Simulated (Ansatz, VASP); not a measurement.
**AlGa3Sb4: VASP beside Ansatz**

```
CELL_PARAMETERS angstrom
6.22099 -0.00125 0.00230
-0.00125 6.22086 0.00024
0.00231 0.00024 6.22099
ATOMIC_POSITIONS crystal
Al 0.49991 0.49991 0.49989
Ga 0.50005 0.99967 0.00028
Ga 0.99989 0.50003 0.99976
Ga 0.00010 0.00018 0.50018
Sb 0.75038 0.75015 0.25006
Sb 0.74990 0.24989 0.75014
Sb 0.24996 0.75019 0.75003
Sb 0.24978 0.24998 0.24965
```

Change from the starting cell: cell x1, atoms moved at random (sigma 0.15 Å) and cell strained at random (1.5 %), then relaxed without symmetry.

Alike in both runs: functional PBE; k mesh 4 × 4 × 4; occupations gaussian, width 0.2 eV; no spin polarisation.

Ansatz relaxed the structure, and its values are those at the end. VASP's run is a single point on that final structure, the one shown.

```csv
,VASP,Ansatz
version,VASP 6.6.1,Ansatz 0.2.0
potentials or method,"VASP PAW PBE potentials, release 64 (Al, Ga_d, Sb), cutoff 520 eV","scalar-relativistic, plane waves, PAW"
valence electrons in the cell,62,102
```

```csv
,VASP,Ansatz,Ansatz less VASP
gap on the k mesh at the Fermi level (eV),none,none,-
pressure (GPa),0.1,0.0,-0.10
rms of the force components (eV/Å),0.004,0.001,-0.0026
```

A gap of «none» marks a metal or a gap that the smearing closes. VASP's potentials hold 62 valence electrons a cell and Ansatz's 102, so a difference there can come from the potentials and not from the codes.

Neither program's run includes spin-orbit coupling.
